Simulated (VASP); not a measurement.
# Si7Mo (C2) in VASP: relaxation of cell and atoms with PBE

Aim: the relaxation of cell and atoms of Si7Mo with PBE.

Program: VASP 6.6.1. These are calculated values, not measurements. Logs are shortened: lines on timing, memory, paths and dates and some standing lists are left out, and cuts for length are marked.

## 1. The cell of the first run

The structure is monoclinic, space group C2 (No. 5). The conventional cell has a = 4.901 Å, b = 5.552 Å, c = 9.157 Å, α = 90.00°, β = 90.30°, γ = 90.00°. Within 3.1 Å of Si (site symmetry 1) lie 6 Si at 2.37 to 2.91 Å and 1 Mo at 2.63 Å. Si (site symmetry 1) has 6 Si at 2.37 to 2.87 Å and 1 Mo at 2.63 Å within 3.1 Å. Si (site symmetry 2) has 4 Mo at 2.46 to 2.95 Å and 4 Si at 2.62 to 2.63 Å within 3.2 Å. Within 3.3 Å of Si (site symmetry 1) lie 9 Si at 2.48 to 3.30 Å. Within 3.2 Å of Mo (site symmetry 2) lie 8 Si at 2.46 to 2.95 Å.

## 2. Relaxation of cell and atoms, PBE

The input, INCAR:

```
PREC     = Accurate       # precision mode
ENCUT    = 600            # plane-wave cutoff, eV
EDIFF    = 1E-6           # SCF threshold, eV
ISMEAR   = 0              # smearing method
SIGMA    = 0.1            # smearing width, eV
LREAL    = F              # projectors in reciprocal space
LASPH    = T              # aspherical terms in the spheres
NELM     = 60             # most SCF steps
ALGO     = Normal         # electronic algorithm
ISIF     = 3              # what is computed and relaxed
LWAVE    = F              # write WAVECAR
LCHARG   = F              # write CHGCAR
GGA      = PE             # functional
IBRION   = 2              # ionic algorithm
NSW      = 100            # ionic steps
EDIFFG   = -0.01          # ionic threshold
```

The input, KPOINTS:

```
Automatic mesh
0
Gamma
  8 8 4
```

The input, POSCAR:

```
Si7Mo
1.0
    2.4507296693     -2.7760185254      0.0000000000
    2.4507296693      2.7760185254      0.0000000000
   -0.0487009187      0.0000000000      9.1572932546
Si Mo
7 1
Direct
    0.4161702684      0.0948588087      0.7499137358
    0.9051411913      0.5838297316      0.2500862642
    0.9826903831      0.5142075368      0.7462829735
    0.4857924632      0.0173096169      0.2537170265
    0.7465850380      0.2534149620      0.0000000000
    0.6946646281      0.8040804096      0.5402982291
    0.1959195904      0.3053353719      0.4597017709
    0.2149871177      0.7850128823      0.0000000000
```

Potentials or basis: VASP PAW PBE potentials, release 64 (Si, Mo_sv).

Run with:

```bash
$ cat potpaw_PBE.64/Si/POTCAR potpaw_PBE.64/Mo_sv/POTCAR > POTCAR
$ mpirun -np 1 vasp_std > vasp.out
```

OUTCAR:

```text
PREC = Accurate
   ENCUT = 600
   EDIFF = 1E-6
   ISMEAR = 0
   LREAL = F
   LASPH = T
   NELM = 60
   ISIF = 3
   GGA = PE
   IBRION = 2
   NSW = 100
   EDIFFG = -0.01

 ion  position               nearest neighbor table
   1  0.416  0.095  0.750-   3 2.37   3 2.45   6 2.49   3 2.52   5 2.62   8 2.63   7 2.91
   2  0.905  0.584  0.250-   4 2.37   4 2.45   7 2.49   4 2.52   5 2.62   8 2.63   6 2.91
   3  0.983  0.514  0.746-   1 2.37   1 2.45   6 2.48   1 2.52   8 2.63   5 2.63   7 2.87
   4  0.486  0.017  0.254-   2 2.37   2 2.45   7 2.48   2 2.52   8 2.63   5 2.63   6 2.87
   5  0.747  0.253  0.000-   8 2.46   8 2.46   8 2.60   1 2.62   2 2.62   3 2.63   4 2.63   8 2.95

   6  0.695  0.804  0.540-   3 2.48   1 2.49   7 2.55   7 2.57   7 2.87   7 2.87   4 2.87   2 2.91

   7  0.196  0.305  0.460-   4 2.48   2 2.49   6 2.55   6 2.57   6 2.87   6 2.87   3 2.87   1 2.91

   8  0.215  0.785  0.000-   5 2.46   5 2.46   5 2.60   3 2.63   4 2.63   1 2.63   2 2.63   5 2.95

  LATTYP: Found a base centered monoclinic cell.
 ALAT       =     4.9014593386
 B/A-ratio  =     1.1327314310
 C/A-ratio  =     1.8683053604
 COS(beta)  =    -0.0053181905

  Lattice vectors:

 A1 = (   2.4507296693,  -2.7760185254,   0.0000000000)
 A2 = (   2.4507296693,   2.7760185254,   0.0000000000)
 A3 = (  -0.0487009187,   0.0000000000,   9.1572932546)

Analysis of symmetry for initial positions (statically):
=====================================================================
 Subroutine PRICEL returns:
 Original cell was already a primitive cell.

 Routine SETGRP: Setting up the symmetry group for a
 base centered monoclinic supercell.

 Subroutine GETGRP returns: Found  2 space group operations
 (whereof  2 operations were pure point group operations)
 out of a pool of  4 trial point group operations.

The static configuration has the point symmetry C_2 .

Analysis of symmetry for dynamics (positions and initial velocities):
=====================================================================
 Subroutine PRICEL returns:
 Original cell was already a primitive cell.

 Routine SETGRP: Setting up the symmetry group for a
 base centered monoclinic supercell.

 Subroutine GETGRP returns: Found  2 space group operations
 (whereof  2 operations were pure point group operations)
 out of a pool of  4 trial point group operations.

The dynamic configuration has the point symmetry C_2 .

[... 126 lines left out ...]
   EFERMI_NEDOS =   21; number of points for ismear=-14 and -15
   IALGO  =     38    algorithm
   IMIX   =      4    mixing-type and parameters
     AMIX     =   0.40;   BMIX     =  1.00
     AMIX_MAG =   1.60;   BMIX_MAG =  1.00
  volume/ion in A,a.u.               =      15.57       105.10
  Fermi-wavevector in a.u.,A,eV,Ry     =   1.139339  2.153039 17.661632  1.298093
  Thomas-Fermi vector in A             =   2.276043
   LORBIT       =      0    0 simple, 1 ext, 2 COOP (PROOUT), +10 PAW based schemes
   GGA     = PE    functional components
   LHFCALC =     F    Hartree Fock is set to
   AEXX    =    0.0000 exact exchange contribution
   IVDW    =     0    specifies the selected vdW correction
   LEPSILON=     F    determine dielectric tensor
   LRPA    =     F    only Hartree local field effects (RPA)
 conjugate gradient relaxation of ions
 non-spin polarized calculation
 Gauss-broadening in eV      SIGMA  =   0.10
  energy-cutoff  :      600.00
  volume of cell :      124.60
 maximum number of plane-waves:      4184
 NGX is ok and might be reduce to    30
   NGX = 15   NGY = 15   NGZ = 37

--------------------------------------- Ionic step        1  -------------------------------------------

 number of electron      41.9999998 magnetization

 Free energy of the ion-electron system (eV)
  ---------------------------------------------------
  ext. energy  EPLUGINS =         0.00000000
  ---------------------------------------------------
  free energy    TOTEN  =       -46.81829509 eV

  energy without entropy =      -46.79804187  energy(sigma->0) =      -46.80816848

------------------------ aborting loop because EDIFF is reached ----------------------------------------

  FORCE on cell =-STRESS in cart. coord.  units (eV):
  Direction    XX          YY          ZZ          XY          YZ          ZX
  --------------------------------------------------------------------------------------
  -------------------------------------------------------------------------------------
  Total        0.3786459     -0.2332653     -0.0668911      0.0000000      0.0000000      0.0372088
  in kB        4.8688782     -2.9994785     -0.8601303      0.0000000      0.0000000      0.4784549
  external PRESSURE =       0.3364232 kB  Pullay stress =       0.0000000 kB
[... 107 lines left out ...]
  FREE ENERGIE OF THE ION-ELECTRON SYSTEM (eV)
  ---------------------------------------------------
  free  energy   TOTEN  =       -46.8194566075 eV

  energy  without entropy=      -46.7991169059  energy(sigma->0) =      -46.80928676

[... ionic steps 4 to 33 ...]

--------------------------------------- Ionic step       34  -------------------------------------------

 number of electron      42.0000001 magnetization

------------------------ aborting loop because EDIFF is reached ----------------------------------------
[... 79 lines left out ...]
--------------------------------------- Ionic step       36  -------------------------------------------

 number of electron      42.0000001 magnetization

 Free energy of the ion-electron system (eV)
  ---------------------------------------------------
  ext. energy  EPLUGINS =         0.00000000
  ---------------------------------------------------
  free energy    TOTEN  =       -46.82339068 eV

  energy without entropy =      -46.80435706  energy(sigma->0) =      -46.81387387

 E-fermi :   9.3778     XC(G=0): -11.1262

 val. band max:        9.3773598560   @ k =   0.2500   0.2500   0.2500
 cond. band min:       9.3799126324   @ k =   0.5000   0.0000   0.5000
 fundamental gap:      0.0025527764
 Fermi energy:         9.3778458979

 k-point     1 :       0.0000    0.0000    0.0000
  band No.  band energies     occupation
      1     -51.4018      2.00000
      2     -25.6711      2.00000
      3     -25.5206      2.00000
      4     -25.4318      2.00000
      5      -3.9659      2.00000
      6      -2.5802      2.00000
[... 685 lines left out ...]
     25      11.5361      0.00000
     26      11.6900      0.00000

 [... further k-points ...]
[... 5 lines left out ...]
  --------------------------------------------------------------------------------------
  -------------------------------------------------------------------------------------
  Total        0.0770437      0.0087275     -0.0111864      0.0000000      0.0000000     -0.0091750
  in kB        0.9944610      0.1126524     -0.1443910      0.0000000      0.0000000     -0.1184281
  external PRESSURE =       0.3209075 kB  Pullay stress =       0.0000000 kB
[... 23 lines left out ...]
  FREE ENERGIE OF THE ION-ELECTRON SYSTEM (eV)
  ---------------------------------------------------
  free  energy   TOTEN  =       -46.8233906791 eV

  energy  without entropy=      -46.8043570559  energy(sigma->0) =      -46.81387387

 reached required accuracy - stopping structural energy minimisation
```

OSZICAR:

```text
N       E                     dE             d eps       ncg     rms          rms(c)
DAV:   1     0.177680518429E+03    0.17768E+03   -0.22369E+04  4656   0.161E+03
DAV:   2    -0.367362407312E+02   -0.21442E+03   -0.21070E+03  4822   0.282E+02
DAV:   3    -0.477519022178E+02   -0.11016E+02   -0.10766E+02  5334   0.490E+01
[... 275 lines left out ...]
DAV:   6    -0.468233894342E+02   -0.31175E-06   -0.84790E-07  2336   0.530E-03
  35 F= -.46823389E+02 E0= -.46813874E+02  d E =-.784164E-04
       N       E                     dE             d eps       ncg     rms          rms(c)
DAV:   1    -0.468233905039E+02   -0.13815E-05   -0.54605E-05  4136   0.537E-02    0.456E-03
DAV:   2    -0.468233906791E+02   -0.17518E-06   -0.85176E-06  4346   0.156E-02
  36 F= -.46823391E+02 E0= -.46813874E+02  d E =-.796613E-04
```

Wall time 58 min (1 thread of Intel Xeon Platinum 8488C (Sapphire Rapids), shared host); peak memory 0.46 GiB.

What came out:

```yaml
Free_energy: -46.8234 eV
Relaxed_volume: 15.52 Å³/atom
Relaxed_cell: a = 3.681 Å, b = 3.681 Å, c = 9.217 Å, α = 90.03°, β = 90.03°, γ = 96.26°
Space_group_after_relaxing_to_0.05_Å: C2 (No. 5)
Energy_gained_by_relaxing: 0.6 meV/atom
Ionic_steps: 36
Pressure_after_relaxing: 0.0 GPa
Largest_force_after_relaxing: 0.010 eV/Å
Band_gap_on_the_k_mesh: zero (band 21 reaches 10.03 eV, above the bottom of band 22 at 8.77 eV)
```

Forces in eV/Å, atoms in the order of the input:
```
Si  -0.004 -0.003  0.008
Si   0.004 -0.003 -0.008
Si   0.009  0.002 -0.002
Si  -0.009  0.002  0.002
Si   0.000  0.004  0.000
Si  -0.002 -0.006  0.005
Si   0.002 -0.006 -0.005
Mo   0.000  0.010  0.000
```

Stress tensor (GPa, compression positive):
```
 0.10  0.00 -0.01
 0.00  0.01  0.00
-0.01  0.00 -0.01
```

The path:
| step | energy change (eV) | largest force (eV/Å) | pressure (GPa) | volume (Å³) |
| --- | --- | --- | --- | --- |
| 1 | 0.0000 | 0.0729 | 0.03 | 124.60 |
| 2 | -0.0012 | 0.0322 | -0.06 | 124.66 |
| 3 | -0.0012 | 0.0332 | -0.05 | 124.65 |
| 4 | -0.0014 | 0.0224 | 0.03 | 124.57 |
| 5 | -0.0015 | 0.0215 | 0.09 | 124.51 |
| 6 | -0.0017 | 0.0206 | -0.07 | 124.63 |
| 7 | -0.0017 | 0.0205 | -0.12 | 124.68 |
| 8 | -0.0018 | 0.0238 | -0.09 | 124.63 |
| 9 | -0.0020 | 0.0329 | -0.02 | 124.50 |
| 10 | -0.0020 | 0.0352 | -0.01 | 124.47 |
| 11 | -0.0022 | 0.0308 | 0.02 | 124.42 |
| 12 | -0.0024 | 0.0207 | 0.09 | 124.27 |
| 13 | -0.0025 | 0.0182 | 0.00 | 124.33 |
| 14 | -0.0025 | 0.0185 | -0.10 | 124.41 |
| 15 | -0.0026 | 0.0205 | -0.04 | 124.36 |
| 16 | -0.0027 | 0.0232 | 0.01 | 124.29 |
| 17 | -0.0028 | 0.0217 | 0.03 | 124.26 |
| 18 | -0.0030 | 0.0185 | 0.09 | 124.17 |
| 19 | -0.0033 | 0.0136 | 0.22 | 124.00 |
| 20 | -0.0034 | 0.0142 | 0.19 | 124.02 |
| 21 | -0.0035 | 0.0161 | 0.13 | 124.07 |
| 22 | -0.0037 | 0.0208 | 0.02 | 124.16 |
| 23 | -0.0038 | 0.0306 | -0.20 | 124.34 |
| 24 | -0.0039 | 0.0283 | -0.14 | 124.30 |
| 25 | -0.0040 | 0.0270 | -0.15 | 124.29 |
| 26 | -0.0042 | 0.0255 | -0.15 | 124.28 |
| 27 | -0.0041 | 0.0337 | -0.14 | 124.25 |
| 28 | -0.0043 | 0.0268 | -0.15 | 124.27 |
| 29 | -0.0045 | 0.0202 | 0.00 | 124.12 |
| 30 | -0.0046 | 0.0192 | 0.11 | 124.01 |
| 31 | -0.0047 | 0.0187 | 0.09 | 124.03 |
| 32 | -0.0049 | 0.0212 | 0.04 | 124.07 |
| 33 | -0.0050 | 0.0124 | -0.03 | 124.15 |
| 34 | -0.0050 | 0.0124 | -0.09 | 124.22 |
| 35 | -0.0051 | 0.0101 | 0.02 | 124.13 |
| 36 | -0.0051 | 0.0096 | 0.03 | 124.13 |

Final structure:
```yaml
crystal:
  lattice:
    - [2.45668, -2.74089, 0.00541]
    - [2.45668, 2.74089, 0.00541]
    - [-0.02863, 0.00000, 9.21693]
  atoms:
    - { symbol: Si, position: [0.42151, 0.08485, 0.74887] }
    - { symbol: Si, position: [0.91515, 0.57849, 0.25113] }
    - { symbol: Si, position: [0.98570, 0.50889, 0.74817] }
    - { symbol: Si, position: [0.49111, 0.01430, 0.25183] }
    - { symbol: Si, position: [0.71409, 0.28591, 0.00000] }
    - { symbol: Si, position: [0.70279, 0.79692, 0.53798] }
    - { symbol: Si, position: [0.20308, 0.29721, 0.46202] }
    - { symbol: Mo, position: [0.20852, 0.79148, 0.00000] }
```
